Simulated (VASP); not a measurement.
A run of VASP 6.6.1 is set up as follows.

File INCAR:

```
SYSTEM = TiC
PREC = Accurate ; ENCUT = 520
EDIFF = 1E-6 ; ISMEAR = 0
SIGMA = 0.15 ; LREAL = .False.
LASPH = .True. ; NELM = 60
ALGO = Normal ; ISIF = 2
LWAVE = .False. ; LCHARG = .False.
GGA = PE ; NBANDS = 15
```

File KPOINTS:

```
regular mesh
0
Gamma
  18 18 18
  0 0 0
```

POSCAR

```
TiC
1.0
    0.0000000000      2.1315400000      2.1315400000
    2.1315400000      0.0000000000      2.1315400000
    2.1315400000      2.1315400000      0.0000000000
Ti C
1 1
Direct
    0.0000000000      0.0000000000      0.0000000000
    0.5000000000      0.5000000000      0.5000000000
```

Potentials or basis: VASP PAW PBE potentials, release 64 (Ti_sv, C).

Launch:

```sh
$ cat potpaw_PBE.64/Ti_sv/POTCAR potpaw_PBE.64/C/POTCAR > POTCAR
$ mpirun -np 1 vasp_std > vasp.out
```

Task: What does it give for the band gap on the k mesh?

Result: Zero (band 8 reaches 10.69 eV, above the bottom of band 9 at 9.57 eV).

Task: Estimate the pressure.

Result: 13.7 GPa.

Caveat: the cell differs from its parent crystal (strain -0.015 along x and y, -0.015 along z).
